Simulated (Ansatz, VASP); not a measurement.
## One calculation of Cu, two programs

```xyz
4
Lattice="2.5634 0.0000 0.0000 -1.2817 2.2200 0.0000 0.0000 0.0000 8.3694" Properties=species:S:1:pos:R:3 pbc="T T T"
Cu    1.2817    2.2200    0.0000
Cu    2.5634    0.0000    4.1847
Cu    0.0000    1.4800    2.0924
Cu    1.2817    0.7400    6.2771
```

Alike in both runs: task single point; functional RPBE; k mesh 16 × 16 × 5; occupations fermi-dirac, width 0.1 eV; no spin polarisation.

```csv
,VASP,Ansatz
version,VASP 6.6.1,Ansatz 0.2.0
potentials or method,"VASP PAW PBE potentials, release 64 (Cu), cutoff 520 eV","plane waves (420 eV) with PAW, scalar-relativistic"
valence electrons in the cell,44,76
```

```csv
,VASP,Ansatz,Ansatz less VASP
pressure (GPa),6.2,5.6,-0.65
"traceless stress, the component that is largest in VASP (GPa)",0.06,0.08,+0.014
```

VASP's potentials were made for PBE, not for RPBE. VASP's potentials hold 44 valence electrons a cell and Ansatz's 76, so a difference there can come from the potentials and not from the codes.
